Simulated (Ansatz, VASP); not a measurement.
**One calculation of AlNi, two programs**

```
CELL_PARAMETERS angstrom
1.93869 -1.95319 0.00000
1.93869 1.95319 0.00000
0.00000 0.00000 3.09943
ATOMIC_POSITIONS crystal
Al 0.00000 0.00000 0.00000
Ni 0.50000 0.50000 0.50000
```

Alike in both runs: task single point; functional r2SCAN; k mesh 8 × 8 × 7; occupations gaussian, width 0.1 eV; no spin polarisation.

|  | VASP | Ansatz |
| --- | --- | --- |
| version | VASP 6.6.1 | Ansatz 0.2.0 |
| potentials or method | VASP PAW PBE potentials, release 64 (Al, Ni), cutoff 520 eV | scalar-relativistic, plane waves, PAW |
| valence electrons in the cell | 13 | 21 |

VASP gave:

```
gap on the k mesh at the Fermi level (eV)                     : none
pressure (GPa)                                                : 0.4
traceless stress, the component that is largest in VASP (GPa) : -3.17
```

Q: What did Ansatz give for the same quantities?

A: gap on the k mesh at the Fermi level (eV): none; pressure (GPa): 0.6; traceless stress, the component that is largest in VASP (GPa): -2.99.

VASP's potentials were made for PBE, not for r2SCAN. A gap of «none» marks a metal or a gap that the smearing closes. VASP's potentials hold 13 valence electrons a cell and Ansatz's 21, so a difference there can come from the potentials and not from the codes.
